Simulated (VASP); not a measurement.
# TaAsS in VASP: a series of runs

Runs on TaAsS. Level: PBE. Tasks: single point.

Program: VASP 6.6.1. These are calculated values, not measurements. Logs are shortened: lines on timing, memory, paths and dates and some standing lists are left out, and cuts for length are marked.

## 1. The cell of the first run

The cell holds a sheet with vacuum, 3 atoms: a = 3.209 Å, b = 3.209 Å, c = 30.208 Å, α = 90.00°, β = 90.00°, γ = 120.00°.

## 2. Single point, PBE

Input file INCAR:

```
PREC = Accurate
ENCUT = 520
EDIFF = 1E-7
ISMEAR = 0
SIGMA = 0.1
LREAL = F
LASPH = T
NELM = 100
ALGO = Normal
ISIF = 2
LWAVE = F
LCHARG = F
LDIPOL = T
IDIPOL = 3
DIPOL = 0.5 0.5 0.297
GGA = PE
NBANDS = 18
```

Input file KPOINTS:

```
Automatic mesh
0
Gamma
  6 6 1
```

Input file POSCAR:

```
TaAsS
1.0
    3.2089019950     -0.0000000028      0.0000000000
   -1.6044509951      2.7789906473      0.0000000000
    0.0000000000      0.0000000000     30.2081231200
Ta As S
1 1 1
Direct
    0.0000000000      0.0000000000      0.2924899583
    0.6666666667      0.3333333333      0.3590152508
    0.3333333333      0.6666666667      0.2395134031
```

Potentials or basis: VASP PAW PBE potentials, release 64 (Ta_pv, As, S).

The run is started by

```sh
$ cat potpaw_PBE.64/Ta_pv/POTCAR potpaw_PBE.64/As/POTCAR potpaw_PBE.64/S/POTCAR > POTCAR
$ mpirun -np 1 vasp_std > vasp.out
```

OUTCAR:

```text
PREC = Accurate
   ENCUT = 520
   EDIFF = 1E-7
   ISMEAR = 0
   LREAL = F
   LASPH = T
   NELM = 100
   ISIF = 2
   GGA = PE

 ion  position               nearest neighbor table
   1  0.000  0.000  0.292-   3 2.45   3 2.45   3 2.45   2 2.73   2 2.73   2 2.73
   2  0.667  0.333  0.359-   1 2.73   1 2.73   1 2.73
   3  0.333  0.667  0.240-   1 2.45   1 2.45   1 2.45

  LATTYP: Found a hexagonal cell.
 ALAT       =     3.2089019950
 C/A-ratio  =     9.4138503348

  Lattice vectors:

 A1 = (   3.2089019950,  -0.0000000028,   0.0000000000)
 A2 = (  -1.6044509951,   2.7789906473,   0.0000000000)
 A3 = (   0.0000000000,   0.0000000000,  30.2081231200)

Analysis of symmetry for initial positions (statically):
=====================================================================
 Subroutine PRICEL returns:
 Original cell was already a primitive cell.

 Routine SETGRP: Setting up the symmetry group for a
 hexagonal supercell.

 Subroutine GETGRP returns: Found  6 space group operations
 (whereof  6 operations were pure point group operations)
 out of a pool of 24 trial point group operations.

The static configuration has the point symmetry C_3v.

Analysis of symmetry for dynamics (positions and initial velocities):
=====================================================================
 Subroutine PRICEL returns:
 Original cell was already a primitive cell.

 Routine SETGRP: Setting up the symmetry group for a
 hexagonal supercell.

 Subroutine GETGRP returns: Found  6 space group operations
 (whereof  6 operations were pure point group operations)
 out of a pool of 24 trial point group operations.

The dynamic configuration has the point symmetry C_3v.

 Subroutine INISYM returns: Found  6 space group operations
 (whereof  6 operations are pure point group operations),
 and found     1 'primitive' translations

----------------------------------------------------------------------------------------

                                     Primitive cell

  volume of cell :     269.3812

  direct lattice vectors                    reciprocal lattice vectors
     3.208901995 -0.000000003  0.000000000     0.311633076  0.179921440  0.000000000
    -1.604450995  2.778990647  0.000000000     0.000000000  0.359842881  0.000000000
[... 71 lines left out ...]
   EDIFFG = 0.1E-05   stopping-criterion for IOM
   NSW    =      0    number of steps for IOM
   IBRION =     -1    ionic relax: 0-MD 1-quasi-New 2-CG
   NFREE  =      0    steps in history (QN), initial steepest desc. (CG)
   ISIF   =      2    stress and relaxation
   ISYM   =      2    0-nonsym 1-usesym 2-fastsym
   POTIM  = 0.5000    time-step for ionic-motion
   TEBEG  =    0.0;   TEEND  =   0.0 temperature during run
   PSTRESS=    0.0 pullay stress
   NELECT =      22.0000    total number of electrons
   NUPDOWN=      -1.0000    fix difference up-down
   EMIN   =  10.00;   EMAX   =-10.00  energy-range for DOS
   EFERMI =   0.00;   METHOD = LEGACY
   ISMEAR =     0;   SIGMA  =   0.10  broadening in eV -4-tet -1-fermi 0-gaus
   EFERMI_NEDOS =   21; number of points for ismear=-14 and -15
   IALGO  =     38    algorithm
   IMIX   =      4    mixing-type and parameters
     AMIX     =   0.40;   BMIX     =  1.00
     AMIX_MAG =   1.60;   BMIX_MAG =  1.00
  volume/ion in A,a.u.               =      89.79       605.96
  Fermi-wavevector in a.u.,A,eV,Ry     =   0.710275  1.342225  6.864014  0.504491
  Thomas-Fermi vector in A             =   1.797079
   LORBIT       =      0    0 simple, 1 ext, 2 COOP (PROOUT), +10 PAW based schemes
   GGA     = PE    functional components
   LHFCALC =     F    Hartree Fock is set to
   AEXX    =    0.0000 exact exchange contribution
   IVDW    =     0    specifies the selected vdW correction
   LEPSILON=     F    determine dielectric tensor
   LRPA    =     F    only Hartree local field effects (RPA)
 non-spin polarized calculation
 Gauss-broadening in eV      SIGMA  =   0.10
  energy-cutoff  :      520.00
  volume of cell :      269.38
 maximum number of plane-waves:      7326
 NGX is ok and might be reduce to    24
   NGX = 11   NGY = 11   NGZ =113

 number of electron      22.0000005 magnetization

 dipolmoment           0.000000      0.000000     -0.015239 electrons x Angstroem

 Free energy of the ion-electron system (eV)
  ---------------------------------------------------
  ext. energy  EPLUGINS =         0.00000000
  ---------------------------------------------------
  free energy    TOTEN  =       -22.25863560 eV

  energy without entropy =      -22.25160249  energy(sigma->0) =      -22.25511904

 E-fermi :  -2.5351     XC(G=0):  -2.7255

 val. band max:       -2.8501303090   @ k =   0.1667  -0.0000   0.0000
 cond. band min:      -2.4574187305   @ k =   0.1667   0.1667   0.0000
 fundamental gap:      0.3927115785
 Fermi energy:        -2.5351437111

 k-point     1 :       0.0000    0.0000    0.0000
  band No.  band energies     occupation
      1     -37.5293      2.00000
      2     -37.4406      2.00000
      3     -37.4406      2.00000
      4     -17.1525      2.00000
      5     -15.0559      2.00000
      6      -9.0004      2.00000
[... 124 lines left out ...]
      5     -12.3935      2.00000
      6      -8.0652      2.00000
[... 10 lines left out ...]
     17       2.6802      0.00000
     18       5.8715      0.00000

------------------------ aborting loop because EDIFF is reached ----------------------------------------

 vacuum level on the upper side and lower side of the slab       (xc-potential included)        -0.160         0.144

  FORCE on cell =-STRESS in cart. coord.  units (eV):
  Direction    XX          YY          ZZ          XY          YZ          ZX
  --------------------------------------------------------------------------------------
  -------------------------------------------------------------------------------------
  Total        0.0031057      0.0031057      0.0564893     -0.0000000      0.0000000     -0.0000000
  in kB        0.0184717      0.0184717      0.3359772     -0.0000000      0.0000000     -0.0000000
  external PRESSURE =       0.1243069 kB  Pullay stress =       0.0000000 kB

 VOLUME and BASIS-vectors are now :
 -----------------------------------------------------------------------------
  energy-cutoff  :      520.00
  volume of cell :      269.38
      direct lattice vectors                 reciprocal lattice vectors
     3.208901995 -0.000000003  0.000000000     0.311633076  0.179921440  0.000000000
    -1.604450995  2.778990647  0.000000000     0.000000000  0.359842881  0.000000000
     0.000000000  0.000000000 30.208123120     0.000000000  0.000000000  0.033103679

 POSITION                                       TOTAL-FORCE (eV/Angst)
 -----------------------------------------------------------------------------------
      0.00000      0.00000      8.83557        -0.000000      0.000000     -0.017610
      1.60445      0.92633     10.84518        -0.000000      0.000000      0.027726
      0.00000      1.85266      7.23525         0.000000     -0.000000     -0.010116
 -----------------------------------------------------------------------------------
    total drift:                                0.000000      0.000000      0.000240

  FREE ENERGIE OF THE ION-ELECTRON SYSTEM (eV)
  ---------------------------------------------------
  free  energy   TOTEN  =       -22.2586355970 eV

  energy  without entropy=      -22.2516024863  energy(sigma->0) =      -22.25511904

 vacuum level on the upper side and lower side of the slab         2.136         2.445
```

stdout:

```text
POSCAR found type information on POSCAR TaAsS
 POSCAR found :  3 types and       3 ions
 scaLAPACK will be used
 LDA part: xc-table for (Slater+PW92), standard interpolation
 POSCAR, INCAR and KPOINTS ok, starting setup
 FFT: planning ... GRIDC
 FFT: planning ... GRID_SOFT
 FFT: planning ... GRID
 WAVECAR not read
 entering main loop
```

Wall time 34 s (1 thread of Intel Xeon 6975P-C (Granite Rapids), shared host); peak memory 0.37 GiB.

Results:

- Free energy: -22.2586 eV
- Largest force: 0.028 eV/Å
- Band gap on the k mesh: zero (band 11 reaches -1.95 eV, above the bottom of band 12 at -2.46 eV)

Forces on the atoms (eV/Å):
```
Ta   0.000  0.000 -0.018
As   0.000  0.000  0.028
S    0.000  0.000 -0.010
```

Caveat: the k points lie up to 0.38 Å⁻¹ apart; spin-orbit coupling is left out, which moves the levels of the heavy elements.

## 3. Single point, PBE, collinear spin, ferromagnetic start

This run uses another cell than the first one, of 58.40 Å³/atom, 0.650 times its volume.

Input file INCAR:

```
SYSTEM = TaAsS
ALGO     = Normal         ! electronic algorithm
DIPOL    = 0.5 0.5 0.498
EDIFF    = 1E-6           ! SCF threshold, eV
ENCUT    = 520            ! plane-wave cutoff, eV
GGA      = PE             ! functional
IDIPOL   = 3            
ISIF     = 2              ! what is computed and relaxed
ISMEAR   = 0              ! smearing method
ISPIN    = 2              ! spin polarisation
LASPH    = .TRUE.         ! aspherical terms in the spheres
LCHARG   = .TRUE.         ! write CHGCAR
LDIPOL   = .TRUE.       
LELF     = .TRUE.         ! ELF
LMAXMIX  = 4              ! l up to which the mixer works
LORBIT   = 11             ! projections on sites
LREAL    = .FALSE.        ! projectors in reciprocal space
LVACPOTAV= .TRUE.       
LVHAR    = .TRUE.       
LWAVE    = .FALSE.        ! write WAVECAR
MAGMOM   = 1 0 0          ! initial moments
NBANDS   = 22             ! bands
NELM     = 150            ! most SCF steps
PREC     = Accurate       ! precision mode
SIGMA    = 0.1            ! smearing width, eV
```

Input file KPOINTS:

```
k-points
0
G
  6 6 1
  0 0 0
```

Input file POSCAR:

```
TaAsS
1.0
    3.3523448300      0.0000000000      0.0000000000
   -1.6761724100      2.9032164500      0.0000000000
    0.0000000000      0.0000000000     18.0000000000
Ta As S
1 1 1
Direct
    0.0000000000      0.0000000000      0.4953333300
    0.6666666700      0.3333333300      0.5890017100
    0.3333333300      0.6666666700      0.4109982900
```

Potentials or basis: VASP PAW PBE potentials, release 64 (Ta_pv, As, S).

The run is started by

```sh
$ cat potpaw_PBE.64/Ta_pv/POTCAR potpaw_PBE.64/As/POTCAR potpaw_PBE.64/S/POTCAR > POTCAR
$ mpirun -np 1 vasp_std > vasp.out
```

Wall time 63 s (1 thread of Intel Xeon 6975P-C (Granite Rapids), shared host); peak memory 0.42 GiB.

It converged, with:

```
Free energy                                           : -22.0841 eV
Largest force                                         : 1.754 eV/Å
Band gap on the k mesh                                : zero (filled and empty bands overlap)
Net moment                                            : 0.00 μB per cell
Valence electrons inside the program's atomic spheres : Ta 8.86; As 2.82; S 3.73
```

Forces on the atoms (eV/Å):
```
Ta   0.000  0.000 -1.416
As   0.000  0.000  1.754
S    0.000  0.000 -0.339
```

Levels at points of the mesh, in eV from the Fermi level:
Spin up:
| k point | band 8 | band 9 | band 10 | band 11 | band 12 | band 13 | band 14 | band 15 |
| --- | --- | --- | --- | --- | --- | --- | --- | --- |
| (0.00, 0.00, 0.00) | -2.80 | -1.42 | 0.74 | 0.74 | 0.85 | 1.54 | 1.54 | 4.86 |
| (0.50, 0.00, 0.00) | -3.36 | -3.00 | -1.39 | -0.27 | 0.10 | 3.25 | 3.82 | 5.06 |
Spin down:
| k point | band 9 | band 10 | band 11 | band 12 | band 13 | band 14 |
| --- | --- | --- | --- | --- | --- | --- |
| (0.00, 0.00, 0.00) | -1.42 | 0.74 | 0.74 | 0.85 | 1.54 | 1.54 |
| (0.50, 0.00, 0.00) | -3.00 | -1.39 | -0.27 | 0.10 | 3.25 | 3.82 |

Caveat: the k points lie up to 0.36 Å⁻¹ apart; spin-orbit coupling is left out, which moves the levels of the heavy elements.

## 4. Single point, PBE

Input file INCAR:

```
SYSTEM = TaAsS
ALGO = Normal ; DIPOL = 0.5 0.5 0.297
EDIFF = 1E-6 ; ENCUT = 520
GGA = PE ; IDIPOL = 3
ISIF = 2 ; ISMEAR = 0
LASPH = .TRUE. ; LCHARG = .FALSE.
LDIPOL = .TRUE. ; LREAL = .FALSE.
LWAVE = .FALSE. ; NBANDS = 18
NELM = 60 ; PREC = Accurate
SIGMA = 0.1
```

Input file KPOINTS:

```
k-points
0
G
  18 18 1
  0 0 0
```

Input file POSCAR:

```
TaAsS
1.0
    3.2089019950     -0.0000000028      0.0000000000
   -1.6044509951      2.7789906473      0.0000000000
    0.0000000000      0.0000000000     30.2081231200
Ta As S
1 1 1
Direct
    0.0000000000      0.0000000000      0.2924899583
    0.6666666667      0.3333333333      0.3590152508
    0.3333333333      0.6666666667      0.2395134031
```

The run is started by

```sh
$ cat potpaw_PBE.64/Ta_pv/POTCAR potpaw_PBE.64/As/POTCAR potpaw_PBE.64/S/POTCAR > POTCAR
$ mpirun -np 1 vasp_std > vasp.out
```

It took 2.2 min on 1 thread of Intel Xeon 6975P-C (Granite Rapids), shared host; peak memory 0.51 GiB.

The run converged. Its results:

- Free energy: -22.2512 eV
- Largest force: 0.120 eV/Å
- Band gap on the k mesh: zero (band 11 reaches -1.92 eV, above the bottom of band 12 at -2.49 eV)

Forces on the atoms (eV/Å):
```
Ta   0.000  0.000 -0.120
As   0.000  0.000  0.012
S    0.000  0.000  0.107
```

Levels at points of the mesh, in eV from the Fermi level:
| k point | band 8 | band 9 | band 10 | band 11 | band 12 | band 13 | band 14 | band 15 |
| --- | --- | --- | --- | --- | --- | --- | --- | --- |
| (0.00, 0.00, 0.00) | -2.64 | -2.64 | -0.55 | 0.59 | 0.59 | 1.90 | 1.90 | 3.98 |
| (0.50, 0.00, 0.00) | -4.36 | -3.09 | -2.00 | -1.55 | 0.24 | 2.82 | 3.51 | 4.61 |

Caveat: spin-orbit coupling is left out, which moves the levels of the heavy elements.

## 5. Summary

```tsv
spin	cell	k mesh	gap on the mesh (eV)	largest force (eV/Å)
off	a = 3.209, b = 3.209, c = 30.208 Å, angles 90.0, 90.0, 120.0°, 3 atoms	6 × 6 × 1	none	0.03
collinear, ferromagnetic start	a = 3.352, b = 3.352, c = 18.000 Å, angles 90.0, 90.0, 120.0°, 3 atoms	6 × 6 × 1	none	1.75
off	a = 3.209, b = 3.209, c = 30.208 Å, angles 90.0, 90.0, 120.0°, 3 atoms	18 × 18 × 1	none	0.12
```

Alike in all rows: task single point; level PBE; potentials or basis VASP PAW PBE potentials, release 64 (Ta_pv, As, S); cutoff (eV) 520; smearing gaussian 0.1 eV.

Caveats: some runs use coarse meshes; spin-orbit coupling is left out, which moves the levels of the heavy elements.

Total energies depend on the potentials used, so only differences within one code and one set of settings carry meaning.
